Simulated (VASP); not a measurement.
# HfC (I4/mmm) in VASP: a series of runs

HfC is run at these levels: PBE; tasks: single point.

Program: VASP 6.6.1. These are calculated values, not measurements. Logs are shortened: lines on timing, memory, paths and dates and some standing lists are left out, and cuts for length are marked.

### Step 1. The cell of the first run

The structure is tetragonal, space group I4/mmm (No. 139). Conventional cell: a = 3.337 Å, b = 3.337 Å, c = 4.790 Å, α = 90.00°, β = 90.00°, γ = 90.00°. Within 3.1 Å of Hf (site symmetry 4/mmm) lie 6 C at 2.36 to 2.39 Å. Within 3.1 Å of C (site symmetry 4/mmm) lie 6 Hf at 2.36 to 2.39 Å.

### Step 2. Single point, PBE (strain +0.015 along x and y, +0.030 along z)

Input file INCAR:

```
SYSTEM = HfC
ALGO = Normal
EDIFF = 1E-6
ENCUT = 520
GGA = PE
ISIF = 2
ISMEAR = 0
LASPH = .TRUE.
LCHARG = .FALSE.
LREAL = .FALSE.
LWAVE = .FALSE.
NBANDS = 14
NELM = 80
PREC = Accurate
SIGMA = 0.15
```

Input file KPOINTS:

```
k-points
0
G
  18 18 18
  0 0 0
```

Input file POSCAR:

```
HfC
1.0
    0.0000000000      2.3598750000      2.3947500000
    2.3598750000      0.0000000000      2.3947500000
    2.3598750000      2.3598750000      0.0000000000
Hf C
1 1
Direct
    0.5000000000      0.5000000000      0.5000000000
    0.0000000000      0.0000000000      0.0000000000
```

Potentials or basis: VASP PAW PBE potentials, release 64 (Hf_pv, C).

The run is started by

```sh
$ cat potpaw_PBE.64/Hf_pv/POTCAR potpaw_PBE.64/C/POTCAR > POTCAR
$ mpirun -np 1 vasp_std > vasp.out
```

OUTCAR:

```text
SYSTEM = HfC
   EDIFF = 1E-6
   ENCUT = 520
   GGA = PE
   ISIF = 2
   ISMEAR = 0
   LASPH = .TRUE.
   LREAL = .FALSE.
   NELM = 80
   PREC = Accurate

 ion  position               nearest neighbor table
   1  0.500  0.500  0.500-   2 2.36   2 2.36   2 2.36   2 2.36   2 2.39   2 2.39
   2  0.000  0.000  0.000-   1 2.36   1 2.36   1 2.36   1 2.36   1 2.39   1 2.39

  LATTYP: Found a body centered tetragonal cell.
 ALAT       =     3.3373672305
 C/A-ratio  =     1.4351132702

  Lattice vectors:

 A1 = (  -2.3598750000,   0.0000000000,   2.3947500000)
 A2 = (   2.3598750000,   0.0000000000,   2.3947500000)
 A3 = (   0.0000000000,   2.3598750000,  -2.3947500000)

Analysis of symmetry for initial positions (statically):
=====================================================================
 Subroutine PRICEL returns:
 Original cell was already a primitive cell.

 Routine SETGRP: Setting up the symmetry group for a
 body centered tetragonal supercell.

 Subroutine GETGRP returns: Found 16 space group operations
 (whereof 16 operations were pure point group operations)
 out of a pool of 16 trial point group operations.

The static configuration has the point symmetry D_4h.

Analysis of symmetry for dynamics (positions and initial velocities):
=====================================================================
 Subroutine PRICEL returns:
 Original cell was already a primitive cell.

 Routine SETGRP: Setting up the symmetry group for a
 body centered tetragonal supercell.

 Subroutine GETGRP returns: Found 16 space group operations
 (whereof 16 operations were pure point group operations)
 out of a pool of 16 trial point group operations.

The dynamic configuration has the point symmetry D_4h.

 Subroutine INISYM returns: Found 16 space group operations
 (whereof 16 operations are pure point group operations),
 and found     1 'primitive' translations

----------------------------------------------------------------------------------------

                                     Primitive cell

  volume of cell :      26.6728

  direct lattice vectors                    reciprocal lattice vectors
     0.000000000  2.359875000  2.394750000    -0.211875629  0.211875629  0.208790062
     2.359875000  0.000000000  2.394750000     0.211875629 -0.211875629  0.208790062
     2.359875000  2.359875000  0.000000000     0.211875629  0.211875629 -0.208790062

  length of vectors
     3.362118020  3.362118020  3.337367231     0.365206591  0.365206591  0.365206591

  position of ions in fractional coordinates (direct lattice)
     0.500000000  0.500000000  0.500000000
     0.000000000  0.000000000  0.000000000

[... 90 lines left out ...]
   EFERMI =   0.00;   METHOD = LEGACY
   ISMEAR =     0;   SIGMA  =   0.15  broadening in eV -4-tet -1-fermi 0-gaus
   EFERMI_NEDOS =   21; number of points for ismear=-14 and -15
   IALGO  =     38    algorithm
   IMIX   =      4    mixing-type and parameters
     AMIX     =   0.40;   BMIX     =  1.00
     AMIX_MAG =   1.60;   BMIX_MAG =  1.00
  volume/ion in A,a.u.               =      13.34        90.00
  Fermi-wavevector in a.u.,A,eV,Ry     =   1.320570  2.495516 23.727272  1.743905
  Thomas-Fermi vector in A             =   2.450387
   LORBIT       =      0    0 simple, 1 ext, 2 COOP (PROOUT), +10 PAW based schemes
   GGA     = PE    functional components
   LHFCALC =     F    Hartree Fock is set to
   AEXX    =    0.0000 exact exchange contribution
   IVDW    =     0    specifies the selected vdW correction
   LEPSILON=     F    determine dielectric tensor
   LRPA    =     F    only Hartree local field effects (RPA)
 non-spin polarized calculation
 Gauss-broadening in eV      SIGMA  =   0.15
  energy-cutoff  :      520.00
  volume of cell :       26.67
 maximum number of plane-waves:       732
 NGX is ok and might be reduce to    28
   NGX = 13   NGY = 13   NGZ = 13

 number of electron      14.0000000 magnetization

 Free energy of the ion-electron system (eV)
  ---------------------------------------------------
  ext. energy  EPLUGINS =         0.00000000
  ---------------------------------------------------
  free energy    TOTEN  =       -20.97701663 eV

  energy without entropy =      -20.97414221  energy(sigma->0) =      -20.97557942

 E-fermi :   5.5064     XC(G=0): -11.9946

 val. band max:        5.4963447290   @ k =   0.5000   0.4444   0.0000
 cond. band min:       5.5141904707   @ k =   0.1111  -0.0000   0.0556
 fundamental gap:      0.0178457417
 Fermi energy:         5.5064070186

 k-point     1 :       0.0000    0.0000    0.0000
  band No.  band energies     occupation
      1     -24.3704      2.00000
      2     -24.3464      2.00000
      3     -24.3464      2.00000
      4      -6.5042      2.00000
      5       6.4342      0.00000
      6       6.4937      0.00000
      7       6.4937      0.00000
      8       6.7774      0.00000
      9       6.9219      0.00000
     10       6.9219      0.00000
     11       8.5988      0.00000
     12       8.8016      0.00000
     13      11.6705      0.00000
     14      16.3355      0.00000
[... 377 lines left out ...]
      1     -24.6163      2.00000
      2     -24.4123      2.00000
      3     -24.3632      2.00000
      4      -5.2259      2.00000
      5       2.6523      2.00000
      6       3.8265      2.00000
      7       4.0231      2.00000
      8       8.0689      0.00000
      9       8.2292      0.00000
     10       8.9066      0.00000
     11      11.4734      0.00000
     12      13.1572      0.00000
     13      14.1031      0.00000
     14      18.8750      0.00000

 [... further k-points ...]

------------------------ aborting loop because EDIFF is reached ----------------------------------------

  FORCE on cell =-STRESS in cart. coord.  units (eV):
  Direction    XX          YY          ZZ          XY          YZ          ZX
  --------------------------------------------------------------------------------------
  -------------------------------------------------------------------------------------
  Total       -1.9039190     -1.9039190     -2.6291107      0.0000000     -0.0000000     -0.0000000
  in kB     -114.3644074   -114.3644074   -157.9251441      0.0000000     -0.0000000     -0.0000000
  external PRESSURE =    -128.8846530 kB  Pullay stress =       0.0000000 kB

 VOLUME and BASIS-vectors are now :
 -----------------------------------------------------------------------------
  energy-cutoff  :      520.00
  volume of cell :       26.67
      direct lattice vectors                 reciprocal lattice vectors
     0.000000000  2.359875000  2.394750000    -0.211875629  0.211875629  0.208790062
     2.359875000  0.000000000  2.394750000     0.211875629 -0.211875629  0.208790062
     2.359875000  2.359875000  0.000000000     0.211875629  0.211875629 -0.208790062

 POSITION                                       TOTAL-FORCE (eV/Angst)
 -----------------------------------------------------------------------------------
      2.35988      2.35988      2.39475        -0.000000      0.000000     -0.000000
      0.00000      0.00000      0.00000         0.000000     -0.000000      0.000000
 -----------------------------------------------------------------------------------
    total drift:                                0.000000      0.000000      0.000000

  FREE ENERGIE OF THE ION-ELECTRON SYSTEM (eV)
  ---------------------------------------------------
  free  energy   TOTEN  =       -20.9770166280 eV

  energy  without entropy=      -20.9741422077  energy(sigma->0) =      -20.97557942
```

OSZICAR:

```text
N       E                     dE             d eps       ncg     rms          rms(c)
DAV:   1     0.232149172113E+02    0.23215E+02   -0.77167E+03 13512   0.974E+02
DAV:   2    -0.225848273838E+02   -0.45800E+02   -0.42733E+02 17460   0.199E+02
DAV:   3    -0.242200379311E+02   -0.16352E+01   -0.16293E+01 16392   0.271E+01
DAV:   4    -0.242280194348E+02   -0.79815E-02   -0.79810E-02 15668   0.235E+00
DAV:   5    -0.242280732051E+02   -0.53770E-04   -0.53770E-04 16424   0.175E-01    0.512E+01
DAV:   6    -0.210754423401E+02    0.31526E+01   -0.12490E+01 14616   0.182E+01    0.377E+01
DAV:   7    -0.209972240018E+02    0.78218E-01   -0.60043E-01 16548   0.532E+00    0.244E+01
DAV:   8    -0.209870117035E+02    0.10212E-01   -0.11042E-01 15306   0.259E+00    0.743E+00
DAV:   9    -0.209772623580E+02    0.97493E-02   -0.32019E-02 14844   0.109E+00    0.214E+00
DAV:  10    -0.209770217621E+02    0.24060E-03   -0.17021E-03 16964   0.301E-01    0.613E-02
DAV:  11    -0.209770169234E+02    0.48387E-05   -0.89573E-05 15606   0.758E-02    0.144E-02
DAV:  12    -0.209770166280E+02    0.29536E-06   -0.40428E-06 17158   0.171E-02
   1 F= -.20977017E+02 E0= -.20975579E+02  d E =-.287442E-02
```

stdout:

```text
POSCAR found type information on POSCAR HfC
 POSCAR found :  2 types and       2 ions
 scaLAPACK will be used
 LDA part: xc-table for (Slater+PW92), standard interpolation
 POSCAR, INCAR and KPOINTS ok, starting setup
 FFT: planning ... GRIDC
 FFT: planning ... GRID_SOFT
 FFT: planning ... GRID
 WAVECAR not read
 entering main loop
```

It took 2.1 min on 1 thread of AMD EPYC 7R13 (Zen 3), shared host; peak memory 0.28 GiB.

Results:

```
Free energy            : -20.9770 eV
Pressure               : -12.9 GPa
Band gap on the k mesh : zero (bands 7 and 8 overlap by 1.43 eV)
```

Levels at points of the mesh, in eV from the Fermi level:
```
           k point  band 5  band 6  band 7  band 8  band 9  band 10
(0.00, 0.00, 0.00)    0.93    0.99    0.99    1.27    1.42     1.42
(0.50, 0.00, 0.00)   -5.87   -2.80   -2.77    4.92    5.02     5.41
(0.50, 0.50, 0.00)   -2.73   -1.56   -0.10   -0.10    4.96     6.26
(0.50, 0.00, 0.50)   -2.58   -1.59   -0.20   -0.16    4.95     6.18
```

Caveat: the cell differs from its parent crystal (strain +0.015 along x and y, +0.030 along z); the cell stands under tension; spin-orbit coupling is left out, which moves the levels of the heavy elements.

### Step 3. Single point, PBE (strain +0.030 along x and y, +0.015 along z)

Input file INCAR:

```
  ALGO = Normal
  EDIFF = 1E-7
  ENCUT = 520
  GGA = PE
  ISIF = 2
  ISMEAR = 0
  LASPH = True
  LCHARG = False
  LREAL = False
  LWAVE = False
  NBANDS = 14
  NELM = 60
  PREC = Accurate
  SIGMA = 0.15
```

Input file KPOINTS:

```
k-points
0
Gamma
  18 18 18
```

Input file POSCAR:

```
HfC
1.0
    0.0000000000      2.3947500000      2.3598750000
    2.3947500000      0.0000000000      2.3598750000
    2.3947500000      2.3947500000      0.0000000000
Hf C
1 1
Direct
    0.5000000000      0.5000000000      0.5000000000
    0.0000000000      0.0000000000      0.0000000000
```

Potentials or basis: VASP PAW PBE potentials, release 64 (Hf_pv, C).

The run is started by

```sh
$ cat potpaw_PBE.64/Hf_pv/POTCAR potpaw_PBE.64/C/POTCAR > POTCAR
$ mpirun -np 1 vasp_std > vasp.out
```

OUTCAR:

```text
EDIFF = 1E-7
   ENCUT = 520
   GGA = PE
   ISIF = 2
   ISMEAR = 0
   LASPH = True
   LREAL = False
   NELM = 60
   PREC = Accurate

 ion  position               nearest neighbor table
   1  0.500  0.500  0.500-   2 2.36   2 2.36   2 2.39   2 2.39   2 2.39   2 2.39
   2  0.000  0.000  0.000-   1 2.36   1 2.36   1 2.39   1 2.39   1 2.39   1 2.39

  LATTYP: Found a body centered tetragonal cell.
 ALAT       =     3.3866879285
 C/A-ratio  =     1.3936182192

[... 597 lines left out ...]

------------------------ aborting loop because EDIFF is reached ----------------------------------------

  FORCE on cell =-STRESS in cart. coord.  units (eV):
  Direction    XX          YY          ZZ          XY          YZ          ZX
  --------------------------------------------------------------------------------------
  -------------------------------------------------------------------------------------
  Total       -2.8602308     -2.8602308     -2.1414626      0.0000000      0.0000000     -0.0000000
  in kB     -169.3059813   -169.3059813   -126.7598480      0.0000000      0.0000000     -0.0000000
  external PRESSURE =    -155.1239369 kB  Pullay stress =       0.0000000 kB

 VOLUME and BASIS-vectors are now :
 -----------------------------------------------------------------------------
  energy-cutoff  :      520.00
  volume of cell :       27.07
      direct lattice vectors                 reciprocal lattice vectors
     0.000000000  2.394750000  2.359875000    -0.208790062  0.208790062  0.211875629
     2.394750000  0.000000000  2.359875000     0.208790062 -0.208790062  0.211875629
     2.394750000  2.394750000  0.000000000     0.208790062  0.208790062 -0.211875629

 POSITION                                       TOTAL-FORCE (eV/Angst)
 -----------------------------------------------------------------------------------
      2.39475      2.39475      2.35988        -0.000000      0.000000     -0.000000
      0.00000      0.00000      0.00000         0.000000     -0.000000      0.000000
 -----------------------------------------------------------------------------------
    total drift:                                0.000000      0.000000      0.000000

  FREE ENERGIE OF THE ION-ELECTRON SYSTEM (eV)
  ---------------------------------------------------
  free  energy   TOTEN  =       -20.9420309603 eV

  energy  without entropy=      -20.9391601022  energy(sigma->0) =      -20.94059553
```

stdout:

```text
POSCAR found type information on POSCAR HfC
 POSCAR found :  2 types and       2 ions
 scaLAPACK will be used
 LDA part: xc-table for (Slater+PW92), standard interpolation
 POSCAR, INCAR and KPOINTS ok, starting setup
 FFT: planning ... GRIDC
 FFT: planning ... GRID_SOFT
 FFT: planning ... GRID
 WAVECAR not read
 entering main loop
```

Run time: 6 min. Hardware: 1 thread of Intel Xeon 8259CL, shared host; peak memory 0.32 GiB.

Results:

| Quantity | Value |
| --- | --- |
| Free energy | -20.9420 eV |
| Pressure | -15.5 GPa |
| Band gap on the k mesh | zero (bands 7 and 8 overlap by 1.50 eV) |

Stress tensor (GPa, compression positive):
```
-16.93   0.00   0.00
  0.00 -16.93   0.00
  0.00   0.00 -12.68
```

Levels at points of the mesh, in eV from the Fermi level:
```csv
k point,band 5,band 6,band 7,band 8,band 9,band 10
"(0.00, 0.00, 0.00)",0.94,0.94,1.00,1.31,1.31,1.45
"(0.50, 0.00, 0.00)",-5.81,-2.75,-2.73,4.83,4.94,5.32
"(0.50, 0.50, 0.00)",-2.54,-1.56,-0.22,-0.22,4.88,6.15
"(0.50, 0.00, 0.50)",-2.68,-1.53,-0.15,-0.12,4.87,6.06
```

Caveat: the cell differs from its parent crystal (strain +0.030 along x and y, +0.015 along z); the cell stands under tension; spin-orbit coupling is left out, which moves the levels of the heavy elements.
